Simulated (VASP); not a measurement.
Crystal: Ga2SiS.

```xyz
4
Lattice="2.5634 -3.0770 0.0000 2.5634 3.0770 0.0000 0.0000 0.0000 5.9474" Properties=species:S:1:pos:R:3 pbc="T T T"
Ga    0.0000    0.0000    2.9737
Ga    2.5634    0.0000    2.9737
Si    0.0000    0.0000    0.0000
S     2.5634    0.0000    0.0000
```

The cell was generated, and may not be a known phase.

| Item | Value |
| --- | --- |
| Program | VASP 6.6.1 |
| Task | relaxation of cell and atoms |
| Functional | PBE |
| Potentials or basis | VASP PAW PBE potentials, release 64 (Ga_d, Si, S) |
| Cutoff | 600 eV |
| k mesh | 4 × 4 × 4 |
| Occupations | gaussian, width 0.1 eV |
| Spin | no spin polarisation |

At the start: pressure -7.5 GPa; volume 23.46 Å³/atom.

Q: Where does the relaxation end?

A: Over 11 steps the energy falls by 198.5 meV/atom and the volume is 18.24 Å³/atom (-22.2 %); space group Cmmm (No. 65, to 0.1 Å) before and after.

The path:
```tsv
step	energy change (eV)	largest force (eV/Å)	pressure (GPa)	volume (Å³)
1	0.0000	0.0000	-7.48	93.82
2	-0.5757	0.0000	-3.00	79.70
3	-0.6640	0.0000	0.57	74.26
4	-0.6670	0.0000	1.46	73.10
5	-0.7784	0.0000	1.77	71.11
6	-0.7783	0.0000	2.14	70.73
7	-0.7790	0.0000	2.04	70.87
8	-0.7926	0.0000	-0.52	73.58
9	-0.7932	0.0000	-0.08	73.06
10	-0.7932	0.0000	0.05	73.01
11	-0.7939	0.0000	0.01	72.98
```

Final structure:
```
Ga Si S
1.0
     2.58652   -2.66296    0.00000
     2.58652    2.66296    0.00000
     0.00000    0.00000    5.29777
Ga Si S
2 1 1
Direct
  0.00000 0.00000 0.50000
  0.50000 0.50000 0.50000
  0.00000 0.00000 0.00000
  0.50000 0.50000 0.00000
```

Caveat: the k points lie up to 0.42 Å⁻¹ apart in the final cell, too coarse for converged energies and pressures of a metal; the volume moved by over 15 % at a fixed basis, so the end points are rough.
